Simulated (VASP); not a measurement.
# FeO in VASP: settings compared

The runs below take FeO through single point, with PBEsol, PBE.

Everything below comes from runs of VASP 6.6.1. Logs are shortened: lines on timing, memory, paths and dates and some standing lists are left out, and cuts for length are marked.

## 1. The cell of the first run

The typed cell holds 2 atoms: a = 3.066 Å, b = 3.074 Å, c = 3.070 Å, α = 59.54°, β = 59.07°, γ = 59.31°.

## 2. Single point, PBEsol, collinear spin, ferromagnetic start

INCAR

```
PREC = Accurate
ENCUT = 520
EDIFF = 1E-7
ISMEAR = -1
SIGMA = 0.05
LREAL = False
LASPH = True
NELM = 150
ALGO = Normal
ISIF = 2
LWAVE = False
LCHARG = False
ISPIN = 2
MAGMOM = 3 0
LORBIT = 11
LMAXMIX = 4
GGA = PS
NBANDS = 18
```

KPOINTS

```
Automatic mesh
0
Gamma
  9 9 9
```

POSCAR

```
FeO
1.0
    1.5144364440      0.8692975523      2.5195772846
   -1.5232053606      0.8844857613      2.5195772846
    0.0087689166     -1.7537833136      2.5195772846
Fe O
1 1
Direct
    0.0000000000      0.0000000000      0.0000000000
    0.5000000000      0.5000000000      0.5000000000
```

Potentials or basis: VASP PAW PBE potentials, release 64 (Fe, O).

The run is started by

```sh
> cat potpaw_PBE.64/Fe/POTCAR potpaw_PBE.64/O/POTCAR > POTCAR
> mpirun -np 1 vasp_std > vasp.out
```

OUTCAR:

```text
PREC = Accurate
   ENCUT = 520
   EDIFF = 1E-7
   ISMEAR = -1
   LREAL = False
   LASPH = True
   NELM = 150
   ISIF = 2
   ISPIN = 2
   LORBIT = 11
   GGA = PS

 ion  position               nearest neighbor table
   1  0.000  0.000  0.000-   2 2.15   2 2.15   2 2.16   2 2.16   2 2.17   2 2.17
   2  0.500  0.500  0.500-   1 2.15   1 2.15   1 2.16   1 2.16   1 2.17   1 2.17

  LATTYP: Found a triclinic cell.
 ALAT       =     5.2841486251
 B/A-ratio  =     0.5773502692
 C/A-ratio  =     0.5801367125
 COS(alpha) =     0.0028481491
 COS(beta)  =     0.2848220352
 COS(gamma) =     0.8685038776

  Lattice vectors:

 A1 = (  -4.5696160818,   2.6534572839,   0.0000000000)
 A2 = (  -1.5319742772,   2.6382690749,   0.0000000000)
 A3 = (  -1.5144364440,  -0.8692975523,  -2.5195772846)

Analysis of symmetry for initial positions (statically):
=====================================================================
 Subroutine PRICEL returns:
 Original cell was already a primitive cell.

 Routine SETGRP: Setting up the symmetry group for a
 triclinic supercell.

 Subroutine GETGRP returns: Found  2 space group operations
 (whereof  2 operations were pure point group operations)
 out of a pool of  2 trial point group operations.

The static configuration has the point symmetry S_2 .

Analysis of symmetry for dynamics (positions and initial velocities):
=====================================================================
 Subroutine PRICEL returns:
 Original cell was already a primitive cell.

 Routine SETGRP: Setting up the symmetry group for a
 triclinic supercell.

 Subroutine GETGRP returns: Found  2 space group operations
 (whereof  2 operations were pure point group operations)
 out of a pool of  2 trial point group operations.

The dynamic configuration has the point symmetry S_2 .

Analysis of structural, dynamic, and magnetic symmetry:
=====================================================================
 Subroutine PRICEL returns:
 Original cell was already a primitive cell.

 Routine SETGRP: Setting up the symmetry group for a
 triclinic supercell.

 Subroutine GETGRP returns: Found  2 space group operations
 (whereof  2 operations were pure point group operations)
 out of a pool of  2 trial point group operations.

[... 110 lines left out ...]
   PSTRESS=    0.0 pullay stress
   NELECT =      14.0000    total number of electrons
   NUPDOWN=      -1.0000    fix difference up-down
   EMIN   =  10.00;   EMAX   =-10.00  energy-range for DOS
   EFERMI =   0.00;   METHOD = LEGACY
   ISMEAR =    -1;   SIGMA  =   0.05  broadening in eV -4-tet -1-fermi 0-gaus
   EFERMI_NEDOS =   21; number of points for ismear=-14 and -15
   IALGO  =     38    algorithm
   IMIX   =      4    mixing-type and parameters
     AMIX     =   0.40;   BMIX     =  1.00
     AMIX_MAG =   1.60;   BMIX_MAG =  1.00
  volume/ion in A,a.u.               =      10.07        67.93
  Fermi-wavevector in a.u.,A,eV,Ry     =   1.450365  2.740792 28.620653  2.103559
  Thomas-Fermi vector in A             =   2.567985
   LORBIT       =     11    0 simple, 1 ext, 2 COOP (PROOUT), +10 PAW based schemes
   GGA     = PS    functional components
   LHFCALC =     F    Hartree Fock is set to
   AEXX    =    0.0000 exact exchange contribution
   IVDW    =     0    specifies the selected vdW correction
   LEPSILON=     F    determine dielectric tensor
   LRPA    =     F    only Hartree local field effects (RPA)
 spin polarized calculation
  energy-cutoff  :      520.00
  volume of cell :       20.13
 maximum number of plane-waves:       554
   NGX = 11   NGY = 11   NGZ = 11

 number of electron      13.9999999 magnetization       4.0013712

 Free energy of the ion-electron system (eV)
  ---------------------------------------------------
  ext. energy  EPLUGINS =         0.00000000
  ---------------------------------------------------
  free energy    TOTEN  =       -15.83822462 eV

  energy without entropy =      -15.82762065  energy(sigma->0) =      -15.83292264

 E-fermi :   5.9832     XC(G=0): -12.3826

 val. band max:        5.9824044562   @ k =   0.0000   0.2222   0.1111
 cond. band min:       5.9836379980   @ k =   0.2222   0.1111   0.2222
 fundamental gap:      0.0012335418
 Fermi energy:         5.9831562243

 spin component 1

 k-point     1 :       0.0000    0.0000    0.0000
  band No.  band energies     occupation
      1     -14.6381      1.00000
      2       2.0905      1.00000
      3       2.1204      1.00000
      4       2.1340      1.00000
      5       2.1769      1.00000
      6       2.2107      1.00000
[... 493 lines left out ...]
     17      31.1774      0.00000
     18      33.6222      0.00000

 [... further k-points ...]

 spin component 2

 k-point     1 :       0.0000    0.0000    0.0000
  band No.  band energies     occupation
      1     -14.0802      1.00000
      2       2.7099      1.00000
      3       2.8048      1.00000
      4       2.8372      1.00000
      5       5.2130      1.00000
      6       5.2756      1.00000
[... 493 lines left out ...]
     17      31.7666      0.00000
     18      34.4308      0.00000

 [... further k-points ...]
[... 5 lines left out ...]
  --------------------------------------------------------------------------------------
  -------------------------------------------------------------------------------------
  Total       -1.1048937     -1.1045524     -1.2509398      0.0545182      0.0001389     -0.0098844
  in kB      -87.9246187    -87.8974592    -99.5465960      4.3384230      0.0110529     -0.7865745
  external PRESSURE =     -91.7895580 kB  Pullay stress =       0.0000000 kB

 VOLUME and BASIS-vectors are now :
 -----------------------------------------------------------------------------
  energy-cutoff  :      520.00
  volume of cell :       20.13
      direct lattice vectors                 reciprocal lattice vectors
     1.514436444  0.869297552  2.519577285     0.330161319  0.191716096  0.132297324
    -1.523205361  0.884485761  2.519577285    -0.328260618  0.188423986  0.132297324
     0.008768917 -1.753783314  2.519577285    -0.001900700 -0.380140083  0.132297324

 POSITION                                       TOTAL-FORCE (eV/Angst)
 -----------------------------------------------------------------------------------
      0.00000      0.00000      0.00000         0.000000      0.000000      0.000000
     -0.00000      0.00000      3.77937        -0.000000      0.000000      0.000000
 -----------------------------------------------------------------------------------
    total drift:                               -0.000000      0.000000     -0.000000

  FREE ENERGIE OF THE ION-ELECTRON SYSTEM (eV)
  ---------------------------------------------------
  free  energy   TOTEN  =       -15.8382246217 eV

  energy  without entropy=      -15.8276206488  energy(sigma->0) =      -15.83292264

 total charge

# of ion       s       p       d       tot
------------------------------------------
    1        0.291   0.360   6.081   6.733
    2        1.551   3.412   0.000   4.963
--------------------------------------------------
tot          1.842   3.772   6.081  11.695

 magnetization (x)

# of ion       s       p       d       tot
------------------------------------------
    1        0.026   0.021   3.565   3.612
    2        0.030   0.272   0.000   0.302
--------------------------------------------------
tot          0.056   0.293   3.565   3.915
```

stdout:

```text
POSCAR found type information on POSCAR FeO
 POSCAR found :  2 types and       2 ions
 scaLAPACK will be used
 -----------------------------------------------------------------------------
|                                                                             |
|                                                                             |
|     You enforced a specific xc type in the INCAR file but a different       |
|     I HOPE YOU KNOW WHAT YOU ARE DOING!                                     |
|                                                                             |
 -----------------------------------------------------------------------------

 LDA part: xc-table for (Slater+PW92), standard interpolation
 POSCAR, INCAR and KPOINTS ok, starting setup
 FFT: planning ... GRIDC
 FFT: planning ... GRID_SOFT
 FFT: planning ... GRID
 WAVECAR not read
 entering main loop
```

Run time: 4.9 min. Hardware: 1 thread of Intel Xeon 8259CL, shared host; peak memory 0.31 GiB.

What came out:

| Property | Result |
| --- | --- |
| Free energy | -15.8382 eV |
| Pressure | -9.2 GPa |
| Band gap on the k mesh | zero (filled and empty bands overlap) |
| Net moment | 4.00 μB per cell |
| Site moments | Fe +3.61; O +0.30 μB |
| Valence electrons inside the program's atomic spheres | Fe 6.73; O 4.96 |

Caveat: the cell stands under tension; the PAW data sets were made with another functional, which shifts forces and pressure a little; a cell with one magnetic atom can't hold antiferromagnetic order, which such compounds often take; semilocal functionals often make such compounds metallic where correlation or magnetic order opens a gap, which also shifts bond lengths. With open d or f shells a metallic result of PBEsol can be an artefact of self-interaction; +U or a hybrid may open a gap.

## 3. Single point, PBE, collinear spin, ferromagnetic start

INCAR

```
PREC = Accurate ; ENCUT = 1340
EDIFF = 1E-6 ; ISMEAR = -1
SIGMA = 0.05 ; LREAL = F
LASPH = T ; NELM = 200
ALGO = Normal ; ISIF = 2
LWAVE = F ; LCHARG = F
ISPIN = 2 ; MAGMOM = 3 0
LORBIT = 11 ; LMAXMIX = 4
GGA = PE ; NBANDS = 22
GGA_COMPAT = F
```

KPOINTS

```
regular mesh
0
Gamma
  9 9 9
```

POSCAR

```
FeO
1.0
    1.5188209023      0.8768916568      2.5195772846
   -1.5188209023      0.8768916568      2.5195772846
    0.0000000000     -1.7537833136      2.5195772846
Fe O
1 1
Direct
    0.0000000000      0.0000000000      0.0000000000
    0.5000000000      0.5000000000      0.5000000000
```

Potentials or basis: VASP PAW PBE potentials, release 64 (Fe_sv, O_h).

The run is started by

```sh
> cat potpaw_PBE.64/Fe_sv/POTCAR potpaw_PBE.64/O_h/POTCAR > POTCAR
> mpirun -np 1 vasp_std > vasp.out
```

Wall time 3.2 min (1 thread of Intel Xeon 6975P-C (Granite Rapids), shared host); peak memory 0.45 GiB.

It converged, with:

* Free energy: -15.0475 eV
* Pressure: -1.9 GPa
* Band gap on the k mesh: zero (filled and empty bands overlap)
* Net moment: 4.00 μB per cell
* Site moments: Fe +3.48; O +0.23 μB
* Valence electrons inside the program's atomic spheres: Fe 13.61; O 3.35

Stress tensor (GPa, compression positive):
```
-1.57  0.00  0.00
 0.00 -1.57  0.00
 0.00  0.00 -2.66
```

Levels at points of the mesh, in eV from the Fermi level:
Spin up:
| k point | band 9 | band 10 | band 11 | band 12 | band 13 | band 14 | band 15 | band 16 | band 17 | band 18 |
| --- | --- | --- | --- | --- | --- | --- | --- | --- | --- | --- |
| (0.00, 0.00, 0.00) | -3.83 | -3.80 | -3.80 | -3.65 | -3.65 | 0.01 | 15.24 | 16.66 | 17.07 | 17.07 |
Spin down:
```tsv
k point	band 5	band 6	band 7	band 8	band 9	band 10	band 11	band 12	band 13	band 14
(0.00, 0.00, 0.00)	-20.20	-3.36	-3.25	-3.25	-0.76	-0.68	-0.68	0.25	0.25	0.81
```

Caveat: a cell with one magnetic atom can't hold antiferromagnetic order, which such compounds often take; semilocal functionals often make such compounds metallic where correlation or magnetic order opens a gap, which also shifts bond lengths. With open d or f shells a metallic result of PBE can be an artefact of self-interaction; +U or a hybrid may open a gap.
